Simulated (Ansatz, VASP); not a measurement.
K in VASP and in Ansatz

```
CELL_PARAMETERS angstrom
0.82678 3.85161 3.85161
3.85161 0.82678 3.85161
3.85161 3.85161 0.82678
ATOMIC_POSITIONS crystal
K 0.00000 0.00000 0.00000
```

Alike in both runs: task single point; functional PBE; dispersion D3(BJ); k mesh 14 × 14 × 14; occupations gaussian, width 0.15 eV; no spin polarisation.

|  | VASP | Ansatz |
| --- | --- | --- |
| version | VASP 6.6.1 | Ansatz 0.2.0 |
| potentials or method | VASP PAW PBE potentials, release 64 (K_sv), cutoff 520 eV | scalar-relativistic, plane waves, PAW |
| valence electrons in the cell | 9 | 9 |

```csv
,VASP,Ansatz,Ansatz less VASP
gap on the k mesh at the Fermi level (eV),none,none,-
pressure (GPa),0.0,0.0,+0.01
"traceless stress, the component that is largest in VASP (GPa)",-0.64,-0.64,0.000
```

A gap of «none» marks a metal or a gap that the smearing closes.
